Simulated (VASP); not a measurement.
Set up this calculation in VASP 6.6.1, as the native input.

```yaml
Task: relaxation of cell and atoms
Functional: PBEsol
Potentials_or_basis: VASP PAW PBE potentials, release 64 (Mg, B)
Cutoff: 600 eV
k_mesh: 10 × 10 × 8
Occupations: fermi-dirac, width 0.05 eV
Spin: no spin polarisation
Target_pressure: 30 GPa
Dipole_correction: no
Further_INCAR_settings: ALGO = Normal; EDIFF = 1e-07; IBRION = 2; EDIFFG = -0.005; NSW = 80; ISIF = 3
```

The structure of MgB2 lies in POSCAR:

```
MgB2
1.0
    3.0850000000      0.0000000000      0.0000000000
   -1.5425000000      2.6716883707      0.0000000000
    0.0000000000      0.0000000000      3.5230000000
Mg B
1 2
Direct
    0.0000000000      0.0000000000      0.0000000000
    0.6666666667      0.3333333333      0.5000000000
    0.3333333333      0.6666666667      0.5000000000
```

These files were run (other wordings do the same):

INCAR

```
SYSTEM = MgB2
ALGO = Normal ; EDIFF = 1E-7
EDIFFG = -0.005 ; ENCUT = 600
GGA = PS ; IBRION = 2
ISIF = 3 ; ISMEAR = -1
LASPH = .TRUE. ; LCHARG = .FALSE.
LREAL = .FALSE. ; LWAVE = .FALSE.
NELM = 100 ; NSW = 80
PREC = Accurate ; PSTRESS = 300.0
SIGMA = 0.05
```

KPOINTS

```
k-points
0
G
  10 10 8
  0 0 0
```

Potentials or basis: VASP PAW PBE potentials, release 64 (Mg, B).

Command:

```console
$ cat potpaw_PBE.64/Mg/POTCAR potpaw_PBE.64/B/POTCAR > POTCAR
$ mpirun -np 1 vasp_std > vasp.out
```

It gave:

| Item | Value |
| --- | --- |
| Relaxed volume | 8.13 Å³/atom |
| Relaxed cell | a = 2.949 Å, b = 2.949 Å, c = 3.236 Å, α = 90.00°, β = 90.00°, γ = 120.00° |
| Space group after relaxing (to 0.05 Å) | P6/mmm (No. 191) |
| Energy change on relaxing (the enthalpy is what falls) | +109.3 meV/atom |
| Ionic steps | 10 |
| Pressure after relaxing | 30.0 GPa |
| Band gap on the k mesh | zero (band 4 reaches 7.98 eV, above the bottom of band 5 at 4.81 eV) |

Caveat: the cell is relaxed towards a set pressure, so the enthalpy falls and the energy may rise; the volume moved by over 15 % at a fixed basis, so the end points are rough; the PAW data sets were made with another functional, which shifts forces and pressure a little.

Run time: 4.1 min on 1 thread of AMD EPYC 7R13, on a shared host, peak memory 0.15 GiB.
